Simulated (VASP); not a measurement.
# K4Cl3 (P-6m2) in VASP: notebook

Runs on K4Cl3. Level: PBE. Tasks: single point, relaxation of cell and atoms.

Program: VASP 6.6.1. These are calculated values, not measurements. Logs are shortened: lines on timing, memory, paths and dates and some standing lists are left out, and cuts for length are marked.

## Step 1: The cell of the first run

Symmetry: P-6m2, No. 187, hexagonal system. The conventional cell has a = 9.442 Å, b = 9.442 Å, c = 4.392 Å, α = 90.00°, β = 90.00°, γ = 120.00°. K (site symmetry mm2) has 2 Cl at 2.95 Å within 3.9 Å. K (site symmetry -6m2) has 6 Cl at 3.26 Å and 2 K at 4.39 Å within 4.4 Å. Within 3.9 Å of Cl (site symmetry mm2) lie 4 K at 2.95 to 3.26 Å.

## Step 2: Single point, PBE

The input, INCAR:

```
SYSTEM = K4Cl3
PREC     = Accurate       ! precision mode
ENCUT    = 520            ! plane-wave cutoff, eV
EDIFF    = 1E-7           ! SCF threshold, eV
ISMEAR   = 0              ! smearing method
SIGMA    = 0.2            ! smearing width, eV
LREAL    = .False.        ! projectors in reciprocal space
LASPH    = .True.         ! aspherical terms in the spheres
NELM     = 60             ! most SCF steps
ALGO     = Normal         ! electronic algorithm
ISIF     = 2              ! what is computed and relaxed
LWAVE    = .False.        ! write WAVECAR
LCHARG   = .False.        ! write CHGCAR
GGA      = PE             ! functional
NBANDS   = 38             ! bands
```

The input, KPOINTS:

```
regular mesh
0
Gamma
  6 3 3
  0 0 0
```

The input, POSCAR:

```
K4Cl3
1.0
    0.0000000000      0.0000000000      4.3923992691
    9.4421469037      0.0000000000      0.0000000000
   -4.7210734518      8.1771390849      0.0000000000
K Cl
4 3
Direct
    0.5000000000      0.1749454499      0.8250545501
    0.5000000000      0.1749454499      0.3498908998
    0.5000000000      0.6501091002      0.8250545501
    0.0000000000      0.6666666667      0.3333333333
    0.5000000000      0.8143753412      0.1856246588
    0.5000000000      0.8143753412      0.6287506824
    0.5000000000      0.3712493176      0.1856246588
```

Potentials or basis: VASP PAW PBE potentials, release 64 (K_sv, Cl).

Run with:

```
cat potpaw_PBE.64/K_sv/POTCAR potpaw_PBE.64/Cl/POTCAR > POTCAR
mpirun -np 1 vasp_std > vasp.out
```

OUTCAR:

```text
SYSTEM = K4Cl3
   PREC = Accurate
   ENCUT = 520
   EDIFF = 1E-7
   ISMEAR = 0
   LREAL = .False.
   LASPH = .True.
   NELM = 60
   ISIF = 2
   GGA = PE

 ion  position               nearest neighbor table
   1  0.500  0.175  0.825-   6 2.95   7 2.95
   2  0.500  0.175  0.350-   7 2.95   5 2.95
   3  0.500  0.650  0.825-   6 2.95   5 2.95
   4  0.000  0.667  0.333-
   5  0.500  0.814  0.186-   2 2.95   3 2.95
   6  0.500  0.814  0.629-   3 2.95   1 2.95
   7  0.500  0.371  0.186-   2 2.95   1 2.95

  LATTYP: Found a hexagonal cell.
 ALAT       =     9.4421469037
 C/A-ratio  =     0.4651907362

  Lattice vectors:

 A1 = (   9.4421469037,   0.0000000000,   0.0000000000)
 A2 = (  -4.7210734518,   8.1771390849,   0.0000000000)
 A3 = (   0.0000000000,   0.0000000000,   4.3923992691)

Analysis of symmetry for initial positions (statically):
=====================================================================
 Subroutine PRICEL returns:
 Original cell was already a primitive cell.

 Routine SETGRP: Setting up the symmetry group for a
 hexagonal supercell.

 Subroutine GETGRP returns: Found 12 space group operations
 (whereof 12 operations were pure point group operations)
 out of a pool of 24 trial point group operations.

The static configuration has the point symmetry D_3h.

Analysis of symmetry for dynamics (positions and initial velocities):
=====================================================================
 Subroutine PRICEL returns:
 Original cell was already a primitive cell.

 Routine SETGRP: Setting up the symmetry group for a
 hexagonal supercell.

 Subroutine GETGRP returns: Found 12 space group operations
 (whereof 12 operations were pure point group operations)
 out of a pool of 24 trial point group operations.

The dynamic configuration has the point symmetry D_3h.

 Subroutine INISYM returns: Found 12 space group operations
 (whereof 12 operations are pure point group operations),
 and found     1 'primitive' translations

----------------------------------------------------------------------------------------

                                     Primitive cell
[... 86 lines left out ...]
   ENCUT  =  520.0 eV  38.22 Ry    6.18 a.u.   8.17 17.56 17.56*2*pi/ulx,y,z
   NELM   =     60;   NELMIN=  2; NELMDL= -5     # of ELM steps
   EDIFF  = 0.1E-06   stopping-criterion for ELM
   LREAL  =      F    real-space projection
   EDIFFG = 0.1E-05   stopping-criterion for IOM
   NSW    =      0    number of steps for IOM
   IBRION =     -1    ionic relax: 0-MD 1-quasi-New 2-CG
   NFREE  =      0    steps in history (QN), initial steepest desc. (CG)
   ISIF   =      2    stress and relaxation
   ISYM   =      2    0-nonsym 1-usesym 2-fastsym
   POTIM  = 0.5000    time-step for ionic-motion
   TEBEG  =    0.0;   TEEND  =   0.0 temperature during run
   PSTRESS=    0.0 pullay stress
   NELECT =      57.0000    total number of electrons
   NUPDOWN=      -1.0000    fix difference up-down
   EMIN   =  10.00;   EMAX   =-10.00  energy-range for DOS
   EFERMI =   0.00;   METHOD = LEGACY
   ISMEAR =     0;   SIGMA  =   0.20  broadening in eV -4-tet -1-fermi 0-gaus
   EFERMI_NEDOS =   21; number of points for ismear=-14 and -15
   IALGO  =     38    algorithm
   IMIX   =      4    mixing-type and parameters
     AMIX     =   0.40;   BMIX     =  1.00
     AMIX_MAG =   1.60;   BMIX_MAG =  1.00
  volume/ion in A,a.u.               =      48.45       326.94
  Fermi-wavevector in a.u.,A,eV,Ry     =   0.903459  1.707290 11.105595  0.816238
  Thomas-Fermi vector in A             =   2.026787
   LORBIT       =      0    0 simple, 1 ext, 2 COOP (PROOUT), +10 PAW based schemes
   GGA     = PE    functional components
   LHFCALC =     F    Hartree Fock is set to
   AEXX    =    0.0000 exact exchange contribution
   IVDW    =     0    specifies the selected vdW correction
   LEPSILON=     F    determine dielectric tensor
   LRPA    =     F    only Hartree local field effects (RPA)
 non-spin polarized calculation
 Gauss-broadening in eV      SIGMA  =   0.20
  energy-cutoff  :      520.00
  volume of cell :      339.14
 maximum number of plane-waves:      9155
 NGX is ok and might be reduce to    36
   NGX = 17   NGY = 35   NGZ = 35

 number of electron      56.9999996 magnetization

 Free energy of the ion-electron system (eV)
  ---------------------------------------------------
  ext. energy  EPLUGINS =         0.00000000
  ---------------------------------------------------
  free energy    TOTEN  =       -20.14592009 eV

  energy without entropy =      -20.13719430  energy(sigma->0) =      -20.14155719

 E-fermi :   0.5000     XC(G=0):  -5.9883

 val. band max:        0.2740124282   @ k =   0.1667   0.3333   0.3333
 cond. band min:       0.7083372053   @ k =   0.3333   0.0000   0.0000
 fundamental gap:      0.4343247771
 Fermi energy:         0.5000087841

 k-point     1 :       0.0000    0.0000    0.0000
  band No.  band energies     occupation
      1     -31.2963      2.00000
      2     -31.2937      2.00000
      3     -31.2937      2.00000
      4     -30.3627      2.00000
      5     -15.3475      2.00000
      6     -15.3475      2.00000
[... 481 lines left out ...]
     37       4.3511      0.00000
     38       4.3570      0.00000

------------------------ aborting loop because EDIFF is reached ----------------------------------------

  FORCE on cell =-STRESS in cart. coord.  units (eV):
  Direction    XX          YY          ZZ          XY          YZ          ZX
  --------------------------------------------------------------------------------------
  -------------------------------------------------------------------------------------
  Total        0.0629146      0.0629146     -0.0401739      0.0000000      0.0000000      0.0000000
  in kB        0.2972271      0.2972271     -0.1897931      0.0000000      0.0000000      0.0000000
  external PRESSURE =       0.1348870 kB  Pullay stress =       0.0000000 kB

 VOLUME and BASIS-vectors are now :
 -----------------------------------------------------------------------------
  energy-cutoff  :      520.00
  volume of cell :      339.14
      direct lattice vectors                 reciprocal lattice vectors
     0.000000000  0.000000000  4.392399269     0.000000000  0.000000000  0.227666006
     9.442146904  0.000000000  0.000000000     0.105908117  0.061146080  0.000000000
    -4.721073452  8.177139085  0.000000000     0.000000000  0.122292160  0.000000000

 POSITION                                       TOTAL-FORCE (eV/Angst)
 -----------------------------------------------------------------------------------
     -2.24328      6.74659      2.19620         0.007684     -0.004436      0.000000
      0.00000      2.86111      2.19620         0.000000      0.008872      0.000000
      2.24328      6.74659      2.19620        -0.007684     -0.004436      0.000000
      4.72107      2.72571      0.00000        -0.000000      0.000000      0.000000
      6.81310      1.51788      2.19620         0.003021     -0.001744     -0.000000
      4.72107      5.14138      2.19620         0.000000      0.003488      0.000000
      2.62904      1.51788      2.19620        -0.003021     -0.001744      0.000000
 -----------------------------------------------------------------------------------
    total drift:                               -0.000000      0.000000      0.000000

  FREE ENERGIE OF THE ION-ELECTRON SYSTEM (eV)
  ---------------------------------------------------
  free  energy   TOTEN  =       -20.1459200937 eV

  energy  without entropy=      -20.1371942951  energy(sigma->0) =      -20.14155719
```

OSZICAR:

```text
N       E                     dE             d eps       ncg     rms          rms(c)
DAV:   1     0.463187100472E+03    0.46319E+03   -0.24169E+04   912   0.123E+03
DAV:   2     0.281142003654E+02   -0.43507E+03   -0.42374E+03  1168   0.330E+02
DAV:   3    -0.204781160311E+02   -0.48592E+02   -0.48467E+02  1248   0.946E+01
DAV:   4    -0.220473832203E+02   -0.15693E+01   -0.15663E+01  1360   0.186E+01
DAV:   5    -0.221616171627E+02   -0.11423E+00   -0.11422E+00  1474   0.305E+00    0.628E+00
DAV:   6    -0.204683474848E+02    0.16933E+01   -0.30357E+00  1062   0.502E+00    0.484E+00
DAV:   7    -0.201525780789E+02    0.31577E+00   -0.10091E+00  1154   0.315E+00    0.319E+00
DAV:   8    -0.201334200327E+02    0.19158E-01   -0.21732E-01  1304   0.214E+00    0.759E-01
DAV:   9    -0.201357949667E+02   -0.23749E-02   -0.51527E-02  1188   0.840E-01    0.424E-01
DAV:  10    -0.201443846664E+02   -0.85897E-02   -0.20758E-02  1032   0.607E-01    0.966E-02
DAV:  11    -0.201454059231E+02   -0.10213E-02   -0.27925E-03  1362   0.188E-01    0.553E-02
DAV:  12    -0.201457864025E+02   -0.38048E-03   -0.48009E-04  1008   0.998E-02    0.270E-02
DAV:  13    -0.201459099537E+02   -0.12355E-03   -0.19412E-04   994   0.511E-02    0.146E-02
DAV:  14    -0.201459162679E+02   -0.63142E-05   -0.29620E-05  1328   0.210E-02    0.551E-03
DAV:  15    -0.201459193452E+02   -0.30772E-05   -0.95655E-06  1008   0.132E-02    0.383E-03
DAV:  16    -0.201459197444E+02   -0.39922E-06   -0.13958E-06  1064   0.501E-03    0.215E-03
DAV:  17    -0.201459200469E+02   -0.30250E-06   -0.69602E-07  1020   0.386E-03    0.704E-04
DAV:  18    -0.201459200937E+02   -0.46788E-07   -0.66296E-08   880   0.117E-03
   1 F= -.20145920E+02 E0= -.20141557E+02  d E =-.872580E-02
```

stdout:

```text
POSCAR found type information on POSCAR K Cl
 POSCAR found :  2 types and       7 ions
 scaLAPACK will be used
 LDA part: xc-table for (Slater+PW92), standard interpolation
 POSCAR, INCAR and KPOINTS ok, starting setup
 FFT: planning ... GRIDC
 FFT: planning ... GRID_SOFT
 FFT: planning ... GRID
 WAVECAR not read
 entering main loop
```

Run time: 3 min. Hardware: 1 thread of Intel Xeon Platinum 8259CL at 2.50GHz (Skylake/Cascade Lake), shared host; peak memory 0.49 GiB.

Results:

```yaml
Free_energy: -20.1459 eV
Pressure: 0.0 GPa
Largest_force: 0.009 eV/Å
Band_gap_on_the_k_mesh: zero (an odd number of electrons rules out a gap without spin polarisation)
```

Forces on the atoms (eV/Å):
```
K    0.008 -0.004  0.000
K    0.000  0.009  0.000
K   -0.008 -0.004  0.000
K    0.000  0.000  0.000
Cl   0.003 -0.002  0.000
Cl   0.000  0.003  0.000
Cl  -0.003 -0.002  0.000
```

Levels at points of the mesh, in eV from the Fermi level:
```tsv
k point	band 25	band 26	band 27	band 28	band 29	band 30	band 31	band 32
(0.00, 0.00, 0.00)	-3.65	-3.46	-3.46	-3.44	-0.75	1.63	1.63	1.75
(0.50, 0.00, 0.00)	-3.96	-3.63	-3.63	-3.59	1.08	1.34	2.51	2.51
```

Caveat: an odd number of electrons without spin polarisation forces a metal; a magnetic or distorted state may lie lower.

[end of part 1 of 2]

The gap in the log of VASP goes by the Fermi energy; the results here count the filled bands.